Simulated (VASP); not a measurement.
# C (R-3m) in VASP: single point with PBEsol

Aim: the single point of C with PBEsol.

Everything below comes from runs of VASP 6.6.1. Logs are shortened: lines on timing, memory, paths and dates and some standing lists are left out, and cuts for length are marked.

## Step 1: The cell of the first run

The structure is trigonal, space group R-3m (No. 166). Conventional cell: a = 2.507 Å, b = 2.507 Å, c = 29.093 Å, α = 90.00°, β = 90.00°, γ = 120.00°. C (site symmetry 3m) has 4 C at 1.44 to 1.53 Å within 1.9 Å. C (site symmetry 3m) has 4 C at 1.45 to 1.53 Å within 1.9 Å. C (site symmetry 3m) has 4 C at 1.45 to 1.53 Å within 1.9 Å. C (site symmetry 3m) has 4 C at 1.47 to 1.53 Å within 2.0 Å. Within 2.0 Å of C (site symmetry 3m) lie 4 C at 1.47 to 1.53 Å.

## Step 2: Single point, PBEsol (strain -0.0600 x Voigt [0, 0, 1, 0, 0, 0])

File INCAR:

```
SYSTEM = C
PREC = Accurate ; ENCUT = 520
EDIFF = 1E-6 ; ISMEAR = 0
SIGMA = 0.05 ; LREAL = .FALSE.
LASPH = .TRUE. ; NELM = 60
ALGO = Normal ; ISIF = 2
LWAVE = .FALSE. ; LCHARG = .FALSE.
GGA = PS ; NBANDS = 31
```

File KPOINTS:

```
regular mesh
0
G
  12 12 12
  0 0 0
```

File POSCAR:

```
C
1.0
    1.2534231687      0.7236642039      9.6975836482
   -1.2534231687      0.7236642039      9.6975836482
    0.0000000000     -1.4473284077      9.6975836483
C
10
Direct
    0.0248215789      0.0248215789      0.0248215789
    0.9751784211      0.9751784211      0.9751784211
    0.1086886328      0.1086886328      0.1086886328
    0.8913113672      0.8913113672      0.8913113672
    0.1583653670      0.1583653670      0.1583653670
    0.8416346330      0.8416346330      0.8416346330
    0.3748636560      0.3748636560      0.3748636560
    0.6251363440      0.6251363440      0.6251363440
    0.4253184939      0.4253184939      0.4253184939
    0.5746815061      0.5746815061      0.5746815061
```

Potentials or basis: VASP PAW PBE potentials, release 64 (C).

On the command line:

```console
$ cat potpaw_PBE.64/C/POTCAR > POTCAR
$ mpirun -np 1 vasp_std > vasp.out
```

OUTCAR:

```text
SYSTEM = C
   PREC = Accurate
   ENCUT = 520
   EDIFF = 1E-6
   ISMEAR = 0
   LREAL = .FALSE.
   LASPH = .TRUE.
   NELM = 60
   ISIF = 2
   GGA = PS

 ion  position               nearest neighbor table
   1  0.025  0.025  0.025-   2 1.44   7 1.53   7 1.53   7 1.53
   2  0.975  0.975  0.975-   1 1.44   8 1.53   8 1.53   8 1.53
   3  0.109  0.109  0.109-   5 1.45   9 1.53   9 1.53   9 1.53
   4  0.891  0.891  0.891-   6 1.45  10 1.53  10 1.53  10 1.53
   5  0.158  0.158  0.158-   3 1.45   6 1.53   6 1.53   6 1.53
   6  0.842  0.842  0.842-   4 1.45   5 1.53   5 1.53   5 1.53
   7  0.375  0.375  0.375-   9 1.47   1 1.53   1 1.53   1 1.53
   8  0.625  0.625  0.625-  10 1.47   2 1.53   2 1.53   2 1.53
   9  0.425  0.425  0.425-   7 1.47   3 1.53   3 1.53   3 1.53
  10  0.575  0.575  0.575-   8 1.47   4 1.53   4 1.53   4 1.53

  LATTYP: Found a trigonal (rhomboedric) cell.
 ALAT       =     9.8049930206
 COS(alpha) =     0.9673163272

  Lattice vectors:

 A1 = (   1.2534231687,   0.7236642039,   9.6975836482)
 A2 = (  -1.2534231687,   0.7236642039,   9.6975836482)
 A3 = (   0.0000000000,  -1.4473284077,   9.6975836483)

Analysis of symmetry for initial positions (statically):
=====================================================================
 Subroutine PRICEL returns:
 Original cell was already a primitive cell.

 Routine SETGRP: Setting up the symmetry group for a
 trigonal (rhombohedral) supercell.

 Subroutine GETGRP returns: Found 12 space group operations
 (whereof 12 operations were pure point group operations)
 out of a pool of 12 trial point group operations.

The static configuration has the point symmetry D_3d.

Analysis of symmetry for dynamics (positions and initial velocities):
=====================================================================
 Subroutine PRICEL returns:
 Original cell was already a primitive cell.

 Routine SETGRP: Setting up the symmetry group for a
 trigonal (rhombohedral) supercell.

 Subroutine GETGRP returns: Found 12 space group operations
 (whereof 12 operations were pure point group operations)
 out of a pool of 12 trial point group operations.

The dynamic configuration has the point symmetry D_3d.

 Subroutine INISYM returns: Found 12 space group operations
 (whereof 12 operations are pure point group operations),
 and found     1 'primitive' translations

----------------------------------------------------------------------------------------

                                     Primitive cell

  volume of cell :      52.7776

  direct lattice vectors                    reciprocal lattice vectors
     1.253423169  0.723664204  9.697583648     0.398907578  0.230309397  0.034372824
    -1.253423169  0.723664204  9.697583648    -0.398907578  0.230309397  0.034372824
     0.000000000 -1.447328408  9.697583648     0.000000000 -0.460618795  0.034372824

  length of vectors
     9.804993021  9.804993021  9.804993021     0.461899518  0.461899518  0.461899518

  position of ions in fractional coordinates (direct lattice)
     0.024821579  0.024821579  0.024821579
     0.975178421  0.975178421  0.975178421
     0.108688633  0.108688633  0.108688633
     0.891311367  0.891311367  0.891311367
     0.158365367  0.158365367  0.158365367
     0.841634633  0.841634633  0.841634633
     0.374863656  0.374863656  0.374863656
     0.625136344  0.625136344  0.625136344
     0.425318494  0.425318494  0.425318494
     0.574681506  0.574681506  0.574681506

  ion indices of the primitive-cell ions
   primitive index   ion index
                 1           1
                 2           2
                 3           3
                 4           4
                 5           5
                 6           6
                 7           7
                 8           8
                 9           9
                10          10

----------------------------------------------------------------------------------------

 KPOINTS: regular mesh

Automatic generation of k-mesh.
 Grid dimensions read from file:
 generate k-points for:   12   12   12

 Generating k-lattice:

  Cartesian coordinates                     Fractional coordinates (reciprocal lattice)
     0.033242298  0.019192450  0.002864402     0.083333333 -0.000000000  0.000000000
    -0.033242298  0.019192450  0.002864402    -0.000000000  0.083333333  0.000000000
     0.000000000 -0.038384900  0.002864402    -0.000000000 -0.000000000  0.083333333

  Length of vectors
     0.038491627  0.038491627  0.038491627

  Shift w.r.t. Gamma in fractional coordinates (k-lattice)
     0.000000000  0.000000000  0.000000000

 Subroutine IBZKPT returns following result:
 ===========================================

 Found    189 irreducible k-points:

 Following reciprocal coordinates:
            Coordinates               Weight
  0.000000  0.000000  0.000000      1.000000
  0.083333  0.000000  0.000000      6.000000
  0.166667 -0.000000  0.000000      6.000000
  0.250000 -0.000000  0.000000      6.000000
  0.333333  0.000000  0.000000      6.000000
  0.416667  0.000000  0.000000      6.000000
[... 16 lines left out ...]
  0.500000  0.166667  0.000000     12.000000
 -0.416667  0.166667  0.000000     12.000000
 [... further k-points ...]
   k-points           NKPTS =    189   k-points in BZ     NKDIM =    189   number of bands    NBANDS=     31
   number of dos      NEDOS =    301   number of ions     NIONS =     10
   total plane-waves  NPLWV = 512000
   dimension x,y,z NGX =    80 NGY =   80 NGZ =   80
   dimension x,y,z NGXF=   160 NGYF=  160 NGZF=  160
   ions per type =              10
   NGX,Y,Z   is equivalent  to a cutoff of  13.56, 13.56, 13.56 a.u.
   NGXF,Y,Z  is equivalent  to a cutoff of  27.13, 27.13, 27.13 a.u.
 SYSTEM =  C
   PREC   = accura    normal or accurate (medium, high low for compatibility)
   ISTART =      0    job   : 0-new  1-cont  2-samecut
   ICHARG =      2    charge: 1-file 2-atom 10-const
   ISPIN  =      1    spin polarized calculation?
   LNONCOLLINEAR =      F non collinear calculations
   LSORBIT =      F    spin-orbit coupling
   LASPH  =      T    aspherical Exc in radial PAW
   ENCUT  =  520.0 eV  38.22 Ry    6.18 a.u.  18.23 18.23 18.23*2*pi/ulx,y,z
   NELM   =     60;   NELMIN=  2; NELMDL= -5     # of ELM steps
   EDIFF  = 0.1E-05   stopping-criterion for ELM
   LREAL  =      F    real-space projection
   EDIFFG = 0.1E-04   stopping-criterion for IOM
   NSW    =      0    number of steps for IOM
   IBRION =     -1    ionic relax: 0-MD 1-quasi-New 2-CG
   NFREE  =      0    steps in history (QN), initial steepest desc. (CG)
   ISIF   =      2    stress and relaxation
   ISYM   =      2    0-nonsym 1-usesym 2-fastsym
   POTIM  = 0.5000    time-step for ionic-motion
   TEBEG  =    0.0;   TEEND  =   0.0 temperature during run
   PSTRESS=    0.0 pullay stress
   NELECT =      40.0000    total number of electrons
   NUPDOWN=      -1.0000    fix difference up-down
   EMIN   =  10.00;   EMAX   =-10.00  energy-range for DOS
   EFERMI =   0.00;   METHOD = LEGACY
   ISMEAR =     0;   SIGMA  =   0.05  broadening in eV -4-tet -1-fermi 0-gaus
   EFERMI_NEDOS =   21; number of points for ismear=-14 and -15
   IALGO  =     38    algorithm
   IMIX   =      4    mixing-type and parameters
     AMIX     =   0.40;   BMIX     =  1.00
     AMIX_MAG =   1.60;   BMIX_MAG =  1.00
  volume/ion in A,a.u.               =       5.28        35.62
  Fermi-wavevector in a.u.,A,eV,Ry     =   1.492605  2.820615 30.312017  2.227870
  Thomas-Fermi vector in A             =   2.605112
   LORBIT       =      0    0 simple, 1 ext, 2 COOP (PROOUT), +10 PAW based schemes
   GGA     = PS    functional components
   LHFCALC =     F    Hartree Fock is set to
   AEXX    =    0.0000 exact exchange contribution
   IVDW    =     0    specifies the selected vdW correction
   LEPSILON=     F    determine dielectric tensor
   LRPA    =     F    only Hartree local field effects (RPA)
 non-spin polarized calculation
 Gauss-broadening in eV      SIGMA  =   0.05
  energy-cutoff  :      520.00
  volume of cell :       52.78
 maximum number of plane-waves:      1449
 NGX is ok and might be reduce to    80
   NGX = 37   NGY = 37   NGZ = 37

 number of electron      39.9999999 magnetization

 Free energy of the ion-electron system (eV)
  ---------------------------------------------------
  ext. energy  EPLUGINS =         0.00000000
  ---------------------------------------------------
  free energy    TOTEN  =       -95.21613289 eV

  energy without entropy =      -95.21613289  energy(sigma->0) =      -95.21613289

 E-fermi :  11.2166     XC(G=0): -13.7846

 val. band max:       10.9495269025   @ k =   0.0000   0.0000   0.0000
 cond. band min:      14.6605382883   @ k =   0.5000   0.5000  -0.0000
 fundamental gap:      3.7110113857
 Fermi energy:        11.2166242960

 k-point     1 :       0.0000    0.0000    0.0000
  band No.  band energies     occupation
      1     -11.7614      2.00000
      2     -10.5391      2.00000
      3     -10.4827      2.00000
      4      -6.8504      2.00000
      5      -6.8296      2.00000
      6      -0.8805      2.00000
[... 23 lines left out ...]
     30      18.9207      0.00000
     31      19.1062      0.00000

 k-point     2 :       0.0833    0.0000    0.0000
  band No.  band energies     occupation
      1     -11.5876      2.00000
      2     -10.4133      2.00000
      3     -10.2643      2.00000
      4      -6.8086      2.00000
      5      -6.5439      2.00000
      6      -0.9183      2.00000
[... 23 lines left out ...]
     30      19.2744      0.00000
     31      19.4387      0.00000

 k-point     3 :       0.1667   -0.0000    0.0000
  band No.  band energies     occupation
      1     -11.0680      2.00000
      2      -9.9646      2.00000
      3      -9.6848      2.00000
      4      -6.4496      2.00000
      5      -5.9281      2.00000
      6      -0.6990      2.00000
[... 703 lines left out ...]
     30      22.2428      0.00000
     31      22.3888      0.00000

 k-point    24 :      -0.4167    0.1667    0.0000
  band No.  band energies     occupation
      1      -5.7439      2.00000
      2      -5.3648      2.00000
      3      -4.9002      2.00000
      4      -3.9842      2.00000
      5      -3.7795      2.00000
      6      -2.7771      2.00000
[... 23 lines left out ...]
     30      22.1502      0.00000
     31      22.3300      0.00000

 [... further k-points ...]

------------------------ aborting loop because EDIFF is reached ----------------------------------------

  FORCE on cell =-STRESS in cart. coord.  units (eV):
  Direction    XX          YY          ZZ          XY          YZ          ZX
  --------------------------------------------------------------------------------------
  -------------------------------------------------------------------------------------
  Total        1.4588451      1.4588451     32.0895169      0.0000000      0.0000000      0.0000000
  in kB       44.2863786     44.2863786    974.1462605      0.0000000      0.0000000      0.0000000
  external PRESSURE =     354.2396726 kB  Pullay stress =       0.0000000 kB

 VOLUME and BASIS-vectors are now :
 -----------------------------------------------------------------------------
  energy-cutoff  :      520.00
  volume of cell :       52.78
      direct lattice vectors                 reciprocal lattice vectors
     1.253423169  0.723664204  9.697583648     0.398907578  0.230309397  0.034372824
    -1.253423169  0.723664204  9.697583648    -0.398907578  0.230309397  0.034372824
     0.000000000 -1.447328408  9.697583648     0.000000000 -0.460618795  0.034372824

 POSITION                                       TOTAL-FORCE (eV/Angst)
 -----------------------------------------------------------------------------------
      0.00000      0.00000      0.72213         0.000000      0.000000      0.618471
      0.00000      0.00000     28.37062         0.000000     -0.000000     -0.618471
      0.00000      0.00000      3.16205         0.000000     -0.000000     -0.603402
      0.00000      0.00000     25.93070         0.000000      0.000000      0.603402
      0.00000      0.00000      4.60728         0.000000      0.000000      0.829950
      0.00000      0.00000     24.48547         0.000000     -0.000000     -0.829950
      0.00000      0.00000     10.90581         0.000000     -0.000000     -0.718762
      0.00000      0.00000     18.18694         0.000000      0.000000      0.718762
      0.00000      0.00000     12.37369         0.000000      0.000000      0.723336
      0.00000      0.00000     16.71907         0.000000     -0.000000     -0.723336
 -----------------------------------------------------------------------------------
    total drift:                                0.000000      0.000000      0.000000

  FREE ENERGIE OF THE ION-ELECTRON SYSTEM (eV)
  ---------------------------------------------------
  free  energy   TOTEN  =       -95.2161328906 eV

  energy  without entropy=      -95.2161328906  energy(sigma->0) =      -95.21613289
```

It took 71 min on 1 thread of Oxide Virtual Turin-like, shared host; peak memory 0.91 GiB.

What came out:

* Free energy: -95.2161 eV
* Pressure: 35.4 GPa
* Largest force: 0.830 eV/Å
* Band gap on the k mesh: 3.71 eV (least direct gap 4.70 eV)

Forces in eV/Å, atoms in the order of the input:
```
C    0.000  0.000  0.618
C    0.000  0.000 -0.618
C    0.000  0.000 -0.603
C    0.000  0.000  0.603
C    0.000  0.000  0.830
C    0.000  0.000 -0.830
C    0.000  0.000 -0.719
C    0.000  0.000  0.719
C    0.000  0.000  0.723
C    0.000  0.000 -0.723
```

Stress tensor (GPa, compression positive):
```
 4.43  0.00  0.00
 0.00  4.43  0.00
 0.00  0.00 97.41
```

Levels at points of the mesh, in eV from the valence-band top:
```csv
k point,band 16,band 17,band 18,band 19,band 20,band 21,band 22,band 23,band 24,band 25
"(0.00, 0.00, 0.00)",-1.78,-1.78,-0.33,0.00,0.00,4.70,4.70,6.49,6.49,6.88
"(0.50, 0.00, 0.00)",-4.99,-4.95,-4.89,-3.73,-2.87,3.98,4.00,6.16,6.31,7.23
"(0.50, 0.50, 0.00)",-5.83,-4.34,-4.32,-3.55,-3.53,3.71,4.80,4.90,6.44,7.90
"(0.50, 0.50, 0.50)",-1.65,-0.68,-0.68,-0.62,-0.62,5.37,5.37,5.51,5.51,6.95
```

Caveat: the cell differs from its parent crystal (strain -0.0600 x Voigt [0, 0, 1, 0, 0, 0]); the cell stands under pressure; the PAW data sets were made with another functional, which shifts forces and pressure a little.
